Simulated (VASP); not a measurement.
A run of VASP 6.6.1 is set up as follows.

The input INCAR:

```
SYSTEM = BaTe
PREC = Accurate
ENCUT = 520
EDIFF = 1E-6
ISMEAR = -1
SIGMA = 0.1
LREAL = .FALSE.
LASPH = .TRUE.
NELM = 60
ALGO = Normal
ISIF = 2
LWAVE = .FALSE.
LCHARG = .FALSE.
GGA = PS
NBANDS = 15
```

KPOINTS

```
Automatic mesh
0
G
  12 12 12
  0 0 0
```

Contents of POSCAR:

```
BaTe
1.0
    0.0000000000      3.4713686740      3.4713686740
    3.4713686740      0.0000000000      3.4713686740
    3.4713686740      3.4713686740      0.0000000000
Ba Te
1 1
Direct
    0.0000000000      0.0000000000      0.0000000000
    0.5000000000      0.5000000000      0.5000000000
```

Potentials or basis: VASP PAW PBE potentials, release 64 (Ba_sv, Te).

Command:

```console
$ cat potpaw_PBE.64/Ba_sv/POTCAR potpaw_PBE.64/Te/POTCAR > POTCAR
$ mpirun -np 1 vasp_std > vasp.out
```

(1) Predict the pressure.

(2) What does it give for the band gap on the k mesh?

Answers

(1) 0.4 GPa.

(2) 1.37 eV (least direct gap 1.76 eV).

Caveat: the PAW data sets were made with another functional, which shifts forces and pressure a little; spin-orbit coupling is left out, which moves the levels of the heavy elements.
